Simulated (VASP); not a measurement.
Runs of VASP 6.6.1 on SnO2 (Cassiterite). It takes space group P4_2/mnm (No. 136, tetragonal). The conventional cell has a = 4.738 Å, b = 4.738 Å, c = 3.187 Å, α = 90.00°, β = 90.00°, γ = 90.00°. Within 2.7 Å of Sn (site symmetry mmm) lie 6 O at 2.05 to 2.06 Å. O (site symmetry m2m) has 3 Sn at 2.05 to 2.06 Å and 1 O at 2.59 Å within 2.7 Å. 

```tsv
level	potentials or basis	gap on the mesh (eV)	pressure (GPa)	largest force (eV/Å)
LDA	VASP PAW LDA potentials, release 64 (Sn_d, O)	1.17	(a)	0.18
r2SCAN	VASP PAW PBE potentials, release 64 (Sn_d, O)	1.99	4.5	0.28
RPBE	VASP PAW PBE potentials, release 64 (Sn_d, O)	1.36	(b)	0.33
PBEsol	VASP PAW PBE potentials, release 64 (Sn_d, O)	1.18	5.4	0.23
```

Alike in all rows: task single point; no spin polarisation; cell as given; k mesh 4 × 4 × 6; cutoff (eV) 520; smearing gaussian 0.01 eV.

Q: Estimate the missing entries.

A: (a) 0.3; (b) 16.0.

Caveats: spin-orbit coupling is left out, which moves the levels of the heavy elements; the PAW data sets were made with another functional, which shifts forces and pressure a little (some runs).

A k mesh can miss the band edges, and the runs leave out spin-orbit coupling on Sn.
